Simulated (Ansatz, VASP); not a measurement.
# One calculation of ZrN2, two programs

```
Zr N
1.0
     4.07863    0.00000    0.00000
     0.00000    4.07863    0.00000
     0.00000    0.00000    4.04709
Zr N
2 4
Direct
  0.00000 0.00000 0.00000
  0.50000 0.50000 0.50000
  0.00000 0.50000 0.30932
  0.00000 0.50000 0.80932
  0.50000 0.00000 0.69068
  0.50000 0.00000 0.19068
```

Alike in both runs: functional r2SCAN; k mesh 10 × 10 × 8; occupations gaussian, width 0.1 eV; no spin polarisation.

Ansatz relaxed the structure, and its values are those at the end. VASP's run is a single point on that final structure, the one shown.

|  | VASP | Ansatz |
| --- | --- | --- |
| version | VASP 6.6.1 | Ansatz 0.2.0 |
| potentials or method | VASP PAW PBE potentials, release 64 (Zr_sv, N), cutoff 520 eV | scalar-relativistic, plane waves, PAW |
| valence electrons in the cell | 44 | 44 |

Ansatz gave:

```
gap on the k mesh at the Fermi level (eV) : none
pressure (GPa)                            : 0.0
```

**Question.** Which values does VASP return?

**Answer.** gap on the k mesh at the Fermi level (eV): none; pressure (GPa): 0.3.

VASP's potentials were made for PBE, not for r2SCAN. A gap of «none» marks a metal or a gap that the smearing closes. The functional is the same, so the differences come from potentials, cutoffs and numerics.
